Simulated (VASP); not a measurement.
MgO2: single point with r2SCAN

Crystal: MgO2.

```
Mg O
1.0
     1.60476    0.92651    3.40663
    -1.60476    0.92651    3.40663
     0.00000   -1.85302    3.40663
Mg O
1 2
Direct
  0.00000 0.00000 0.00000
  0.42879 0.42879 0.42879
  0.57121 0.57121 0.57121
```

This cell differs from its parent crystal: strain +0.000 along x and y, -0.025 along z.

```yaml
Program: VASP 6.6.1
Task: single point
Functional: r2SCAN
Potentials_or_basis: VASP PAW PBE potentials, release 64 (Mg, O)
Cutoff: 520 eV
k_mesh: 12 × 12 × 12
Occupations: gaussian, width 0.05 eV
Spin: no spin polarisation
```

```
Pressure               : -0.8 GPa
Largest force          : 0.853 eV/Å
Band gap on the k mesh : 3.47 eV, direct
```

Forces on the atoms (eV/Å):
```
Mg   0.000  0.000  0.000
O    0.000  0.000 -0.853
O    0.000  0.000  0.853
```

Stress tensor (GPa, compression positive):
```
-5.54  0.00  0.00
 0.00 -5.54  0.00
 0.00  0.00  8.65
```

Levels at points of the mesh, in eV from the valence-band top:
| k point | band 4 | band 5 | band 6 | band 7 | band 8 | band 9 | band 10 | band 11 |
| --- | --- | --- | --- | --- | --- | --- | --- | --- |
| (0.00, 0.00, 0.00) | -3.78 | -3.78 | -0.90 | -0.90 | 5.10 | 6.02 | 13.53 | 15.55 |
| (0.50, 0.00, 0.00) | -6.46 | -4.11 | -1.35 | -1.07 | 5.35 | 9.25 | 11.02 | 13.66 |
| (0.50, 0.50, 0.00) | -5.78 | -4.84 | -2.13 | -0.11 | 4.70 | 8.32 | 11.69 | 13.77 |
| (0.50, 0.50, 0.50) | -4.35 | -4.35 | 0.00 | 0.00 | 3.47 | 5.37 | 10.72 | 14.92 |

Run time: 2.8 min on 1 thread of AMD EPYC 9R45 (Zen 5), with other jobs on the host, peak memory 0.2 GiB.

Caveat: the cell differs from its parent crystal (strain +0.000 along x and y, -0.025 along z); the PAW data sets were made with another functional, which shifts forces and pressure a little. A k mesh can miss the band edges.
